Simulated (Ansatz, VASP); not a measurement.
Two plane-wave programs on AgW

```
CELL_PARAMETERS angstrom
0.00000 2.67197 2.67197
2.67197 0.00000 2.67197
2.67197 2.67197 0.00000
ATOMIC_POSITIONS crystal
Ag 0.00000 0.00000 0.00000
W 0.50000 0.50000 0.50000
```

Alike in both runs: task relaxation of cell and atoms; functional PBE; k mesh 18 × 18 × 18; occupations gaussian, width 0.1 eV; no spin polarisation.

|  | VASP | Ansatz |
| --- | --- | --- |
| version | VASP 6.6.1 | Ansatz 0.2.0 |
| potentials or method | VASP PAW PBE potentials, release 64 (Ag, W_sv), cutoff 600 eV | scalar-relativistic, plane waves, PAW |
| valence electrons in the cell | 25 | 33 |

```tsv
	VASP	Ansatz	Ansatz less VASP
gap on the k mesh at the Fermi level, each at its own relaxed structure (eV)	none	none	-
relaxed volume (Å³/atom)	19.02	19.02	+0.004
relaxed length of the cell vector where the two differ most in proportion (Å)	3.775	3.775	+0.0003
```

A gap of «none» marks a metal or a gap that the smearing closes. VASP's potentials hold 25 valence electrons a cell and Ansatz's 33, so a difference there can come from the potentials and not from the codes.

Neither program's run includes spin-orbit coupling.
